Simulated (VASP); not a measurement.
# SiP7 (Im-3m) in VASP: single point with PBE

Aim: the single point of SiP7 with PBE.

Program: VASP 6.6.1. These are calculated values, not measurements. Logs are shortened: lines on timing, memory, paths and dates and some standing lists are left out, and cuts for length are marked.

## Step 1: The cell of the first run

Symmetry: Im-3m, No. 229, cubic system. The conventional cell has a = 6.120 Å, b = 6.120 Å, c = 6.120 Å, α = 90.00°, β = 90.00°, γ = 90.00°. Within 3.5 Å of Si (site symmetry m-3m) lie 14 P at 2.65 to 3.06 Å. P (site symmetry 4/mmm) has 12 P at 2.65 to 3.06 Å and 2 Si at 3.06 Å within 3.5 Å. Within 3.5 Å of P (site symmetry -3m) lie 2 Si at 2.65 Å and 12 P at 2.65 to 3.06 Å.

## Step 2: Single point, PBE

Contents of INCAR:

```
PREC     = Accurate       # precision mode
ENCUT    = 500            # plane-wave cutoff, eV
EDIFF    = 1E-6           # SCF threshold, eV
ISMEAR   = 0              # smearing method
SIGMA    = 0.2            # smearing width, eV
LREAL    = F              # projectors in reciprocal space
LASPH    = T              # aspherical terms in the spheres
NELM     = 120            # most SCF steps
ALGO     = Normal         # electronic algorithm
ISIF     = 2              # what is computed and relaxed
LWAVE    = F              # write WAVECAR
LCHARG   = F              # write CHGCAR
GGA      = PE             # functional
NBANDS   = 30             # bands
GGA_COMPAT= F
```

Contents of KPOINTS:

```
regular mesh
0
Gamma
  4 4 4
```

Contents of POSCAR:

```
SiP7
1.0
   -3.0599115043      3.0599115043      3.0599115043
    3.0599115043     -3.0599115043      3.0599115043
    3.0599115043      3.0599115043     -3.0599115043
Si P
1 7
Direct
    0.0000000000      0.0000000000      0.0000000000
    0.0000000000      0.5000000000      0.5000000000
    0.5000000000      0.5000000000      0.0000000000
    0.5000000000      0.0000000000      0.5000000000
    0.0000000000      0.0000000000      0.5000000000
    0.0000000000      0.5000000000      0.0000000000
    0.5000000000      0.0000000000      0.0000000000
    0.5000000000      0.5000000000      0.5000000000
```

Potentials or basis: VASP PAW PBE potentials, release 64 (Si, P).

On the command line:

```console
> cat potpaw_PBE.64/Si/POTCAR potpaw_PBE.64/P/POTCAR > POTCAR
> mpirun -np 1 vasp_std > vasp.out
```

OUTCAR:

```text
PREC = Accurate
   ENCUT = 500
   EDIFF = 1E-6
   ISMEAR = 0
   LREAL = F
   LASPH = T
   NELM = 120
   ISIF = 2
   GGA = PE

 ion  position               nearest neighbor table
   1  0.000  0.000  0.000-   5 2.65   6 2.65   7 2.65   8 2.65   5 2.65   6 2.65   7 2.65   8 2.65

   2  0.000  0.500  0.500-   5 2.65   6 2.65   7 2.65   8 2.65   6 2.65   5 2.65   8 2.65   7 2.65

   3  0.500  0.500  0.000-   5 2.65   6 2.65   7 2.65   8 2.65   8 2.65   7 2.65   6 2.65   5 2.65

   4  0.500  0.000  0.500-   5 2.65   6 2.65   7 2.65   8 2.65   7 2.65   8 2.65   5 2.65   6 2.65

   5  0.000  0.000  0.500-   1 2.65   2 2.65   3 2.65   4 2.65   1 2.65   2 2.65   4 2.65   3 2.65

   6  0.000  0.500  0.000-   1 2.65   2 2.65   3 2.65   4 2.65   2 2.65   1 2.65   3 2.65   4 2.65

   7  0.500  0.000  0.000-   1 2.65   2 2.65   3 2.65   4 2.65   4 2.65   3 2.65   1 2.65   2 2.65

   8  0.500  0.500  0.500-   1 2.65   2 2.65   3 2.65   4 2.65   3 2.65   4 2.65   2 2.65   1 2.65

  LATTYP: Found a body centered cubic cell.
 ALAT       =     6.1198230086

  Lattice vectors:

 A1 = (  -3.0599115043,   3.0599115043,   3.0599115043)
 A2 = (   3.0599115043,  -3.0599115043,   3.0599115043)
 A3 = (   3.0599115043,   3.0599115043,  -3.0599115043)

Analysis of symmetry for initial positions (statically):
=====================================================================
 Subroutine PRICEL returns:
 Original cell was already a primitive cell.

 Routine SETGRP: Setting up the symmetry group for a
 body centered cubic supercell.

 Subroutine GETGRP returns: Found 48 space group operations
 (whereof 48 operations were pure point group operations)
 out of a pool of 48 trial point group operations.

The static configuration has the point symmetry O_h .

Analysis of symmetry for dynamics (positions and initial velocities):
=====================================================================
 Subroutine PRICEL returns:
 Original cell was already a primitive cell.

 Routine SETGRP: Setting up the symmetry group for a
 body centered cubic supercell.

 Subroutine GETGRP returns: Found 48 space group operations
 (whereof 48 operations were pure point group operations)
 out of a pool of 48 trial point group operations.

The dynamic configuration has the point symmetry O_h .

 Subroutine INISYM returns: Found 48 space group operations
 (whereof 48 operations are pure point group operations),
 and found     1 'primitive' translations

----------------------------------------------------------------------------------------

                                     Primitive cell

  volume of cell :     114.6005

  direct lattice vectors                    reciprocal lattice vectors
    -3.059911504  3.059911504  3.059911504     0.000000000  0.163403418  0.163403418
     3.059911504 -3.059911504  3.059911504     0.163403418  0.000000000  0.163403418
     3.059911504  3.059911504 -3.059911504     0.163403418  0.163403418  0.000000000

  length of vectors
     5.299922192  5.299922192  5.299922192     0.231087331  0.231087331  0.231087331

  position of ions in fractional coordinates (direct lattice)
     0.000000000  0.000000000  0.000000000
     0.000000000  0.500000000  0.500000000
     0.500000000  0.500000000  0.000000000
     0.500000000  0.000000000  0.500000000
     0.000000000  0.000000000  0.500000000
     0.000000000  0.500000000  0.000000000
     0.500000000  0.000000000  0.000000000
     0.500000000  0.500000000  0.500000000

  ion indices of the primitive-cell ions
   primitive index   ion index
                 1           1
                 2           2
                 3           3
                 4           4
                 5           5
                 6           6
                 7           7
                 8           8

----------------------------------------------------------------------------------------

 KPOINTS: regular mesh

Automatic generation of k-mesh.
 Grid dimensions read from file:
 generate k-points for:    4    4    4

 Generating k-lattice:

  Cartesian coordinates                     Fractional coordinates (reciprocal lattice)
     0.000000000  0.040850855  0.040850855     0.250000000  0.000000000  0.000000000
     0.040850855  0.000000000  0.040850855     0.000000000  0.250000000  0.000000000
     0.040850855  0.040850855  0.000000000     0.000000000  0.000000000  0.250000000

  Length of vectors
     0.057771833  0.057771833  0.057771833

  Shift w.r.t. Gamma in fractional coordinates (k-lattice)
     0.000000000  0.000000000  0.000000000

 Subroutine IBZKPT returns following result:
 ===========================================

 Found      8 irreducible k-points:

 Following reciprocal coordinates:
            Coordinates               Weight
  0.000000  0.000000  0.000000      1.000000
  0.250000  0.000000  0.000000     12.000000
  0.500000  0.000000  0.000000      6.000000
  0.250000  0.250000  0.000000     24.000000
  0.250000  0.250000  0.250000      2.000000
 -0.250000  0.250000  0.250000      6.000000
  0.500000  0.500000  0.250000     12.000000
  0.500000  0.500000  0.500000      1.000000
   k-points           NKPTS =      8   k-points in BZ     NKDIM =      8   number of bands    NBANDS=     30
   number of dos      NEDOS =    301   number of ions     NIONS =      8
   total plane-waves  NPLWV =  64000
   dimension x,y,z NGX =    40 NGY =   40 NGZ =   40
   dimension x,y,z NGXF=    80 NGYF=   80 NGZF=   80
   ions per type =               1   7
   NGX,Y,Z   is equivalent  to a cutoff of  12.55, 12.55, 12.55 a.u.
   NGXF,Y,Z  is equivalent  to a cutoff of  25.09, 25.09, 25.09 a.u.
 SYSTEM =  unknown system
   PREC   = accura    normal or accurate (medium, high low for compatibility)
   ISTART =      0    job   : 0-new  1-cont  2-samecut
   ICHARG =      2    charge: 1-file 2-atom 10-const
   ISPIN  =      1    spin polarized calculation?
   LNONCOLLINEAR =      F non collinear calculations
   LSORBIT =      F    spin-orbit coupling
   LASPH  =      T    aspherical Exc in radial PAW
   ENCUT  =  500.0 eV  36.75 Ry    6.06 a.u.   9.66  9.66  9.66*2*pi/ulx,y,z
   NELM   =    120;   NELMIN=  2; NELMDL= -5     # of ELM steps
   EDIFF  = 0.1E-05   stopping-criterion for ELM
   LREAL  =      F    real-space projection
   EDIFFG = 0.1E-04   stopping-criterion for IOM
   NSW    =      0    number of steps for IOM
   IBRION =     -1    ionic relax: 0-MD 1-quasi-New 2-CG
   NFREE  =      0    steps in history (QN), initial steepest desc. (CG)
   ISIF   =      2    stress and relaxation
   ISYM   =      2    0-nonsym 1-usesym 2-fastsym
   POTIM  = 0.5000    time-step for ionic-motion
   TEBEG  =    0.0;   TEEND  =   0.0 temperature during run
   PSTRESS=    0.0 pullay stress
   NELECT =      39.0000    total number of electrons
   NUPDOWN=      -1.0000    fix difference up-down
   EMIN   =  10.00;   EMAX   =-10.00  energy-range for DOS
   EFERMI =   0.00;   METHOD = LEGACY
   ISMEAR =     0;   SIGMA  =   0.20  broadening in eV -4-tet -1-fermi 0-gaus
   EFERMI_NEDOS =   21; number of points for ismear=-14 and -15
   IALGO  =     38    algorithm
   IMIX   =      4    mixing-type and parameters
     AMIX     =   0.40;   BMIX     =  1.00
     AMIX_MAG =   1.60;   BMIX_MAG =  1.00
  volume/ion in A,a.u.               =      14.33        96.67
  Fermi-wavevector in a.u.,A,eV,Ry     =   1.142968  2.159897 17.774331  1.306376
  Thomas-Fermi vector in A             =   2.279665
   LORBIT       =      0    0 simple, 1 ext, 2 COOP (PROOUT), +10 PAW based schemes
   GGA     = PE    functional components
   LHFCALC =     F    Hartree Fock is set to
   AEXX    =    0.0000 exact exchange contribution
   IVDW    =     0    specifies the selected vdW correction
   LEPSILON=     F    determine dielectric tensor
   LRPA    =     F    only Hartree local field effects (RPA)
 non-spin polarized calculation
 Gauss-broadening in eV      SIGMA  =   0.20
  energy-cutoff  :      500.00
  volume of cell :      114.60
 maximum number of plane-waves:      2923
 NGX is ok and might be reduce to    40
   NGX = 19   NGY = 19   NGZ = 19

 number of electron      39.0000011 magnetization

 Free energy of the ion-electron system (eV)
  ---------------------------------------------------
  ext. energy  EPLUGINS =         0.00000000
  ---------------------------------------------------
  free energy    TOTEN  =       -37.76292548 eV

  energy without entropy =      -37.71973904  energy(sigma->0) =      -37.74133226

 E-fermi :   9.9702     XC(G=0): -11.5014

 val. band max:        9.6069037363   @ k =   0.2500   0.0000   0.0000
 cond. band min:       9.9860202935   @ k =   0.5000   0.5000   0.2500
 fundamental gap:      0.3791165572
 Fermi energy:         9.9701537986

 k-point     1 :       0.0000    0.0000    0.0000
  band No.  band energies     occupation
      1      -6.2611      2.00000
      2      -0.0391      2.00000
      3      -0.0391      2.00000
      4      -0.0391      2.00000
      5      -0.0352      2.00000
      6      -0.0352      2.00000
[... 22 lines left out ...]
     29      15.8674      0.00000
     30      15.8674      0.00000

 k-point     2 :       0.2500    0.0000    0.0000
  band No.  band energies     occupation
      1      -5.7977      2.00000
      2      -2.1761      2.00000
      3      -0.6446      2.00000
      4      -0.6174      2.00000
      5      -0.5873      2.00000
      6      -0.0058      2.00000
[... 22 lines left out ...]
     29      14.2809      0.00000
     30      14.8214      0.00000

 k-point     3 :       0.5000    0.0000    0.0000
  band No.  band energies     occupation
      1      -4.5656      2.00000
      2      -4.2500      2.00000
      3      -1.0146      2.00000
      4      -0.9804      2.00000
      5      -0.9386      2.00000
      6      -0.1949      2.00000
[... 154 lines left out ...]
     29      14.1228      0.00000
     30      14.2420      0.00000

 k-point     8 :       0.5000    0.5000    0.5000
  band No.  band energies     occupation
      1      -2.7507      2.00000
      2      -2.7507      2.00000
      3      -2.7061      2.00000
      4      -2.7061      2.00000
      5      -2.7061      2.00000
      6      -1.5720      2.00000
[... 22 lines left out ...]
     29      12.4255      0.00000
     30      12.4255      0.00000

------------------------ aborting loop because EDIFF is reached ----------------------------------------

  FORCE on cell =-STRESS in cart. coord.  units (eV):
  Direction    XX          YY          ZZ          XY          YZ          ZX
  --------------------------------------------------------------------------------------
  -------------------------------------------------------------------------------------
  Total        0.2891836      0.2891836      0.2891836      0.0000000     -0.0000000      0.0000000
  in kB        4.0429431      4.0429431      4.0429431      0.0000000     -0.0000000      0.0000000
  external PRESSURE =       4.0429431 kB  Pullay stress =       0.0000000 kB

 VOLUME and BASIS-vectors are now :
 -----------------------------------------------------------------------------
  energy-cutoff  :      500.00
  volume of cell :      114.60
      direct lattice vectors                 reciprocal lattice vectors
    -3.059911504  3.059911504  3.059911504     0.000000000  0.163403418  0.163403418
     3.059911504 -3.059911504  3.059911504     0.163403418  0.000000000  0.163403418
     3.059911504  3.059911504 -3.059911504     0.163403418  0.163403418  0.000000000

 POSITION                                       TOTAL-FORCE (eV/Angst)
 -----------------------------------------------------------------------------------
      0.00000      0.00000      0.00000        -0.000000      0.000000     -0.000000
      3.05991      0.00000      0.00000        -0.000000     -0.000000     -0.000000
      0.00000      0.00000      3.05991         0.000000      0.000000     -0.000000
      0.00000      3.05991      0.00000         0.000000     -0.000000      0.000000
      1.52996      1.52996     -1.52996        -0.000000      0.000000      0.000000
      1.52996     -1.52996      1.52996         0.000000     -0.000000     -0.000000
     -1.52996      1.52996      1.52996        -0.000000      0.000000      0.000000
      1.52996      1.52996      1.52996         0.000000      0.000000      0.000000
 -----------------------------------------------------------------------------------
    total drift:                                0.000000     -0.000000      0.000000

  FREE ENERGIE OF THE ION-ELECTRON SYSTEM (eV)
  ---------------------------------------------------
  free  energy   TOTEN  =       -37.7629254814 eV

  energy  without entropy=      -37.7197390387  energy(sigma->0) =      -37.74133226
```

It took 29 s on 1 thread of Intel Xeon Platinum 8488C (Sapphire Rapids), shared host; peak memory 0.23 GiB.

Results:

* Free energy: -37.7629 eV
* Pressure: 0.4 GPa

Levels at points of the mesh, in eV from the Fermi level:
```
           k point  band 15  band 16  band 17  band 18  band 19  band 20  band 21  band 22  band 23  band 24
(0.00, 0.00, 0.00)    -2.42    -2.42    -2.42     2.35     2.39     2.39     2.40     2.40     2.96     2.96
(0.50, 0.00, 0.00)    -2.57    -2.56    -2.56    -1.97    -0.97    -0.49     0.03     0.19     1.68     1.73
(0.50, 0.50, 0.50)     0.67     0.67     0.67     0.67     0.67     0.67     0.68     0.68     0.68     0.92
```

Caveat: the k points lie up to 0.36 Å⁻¹ apart.
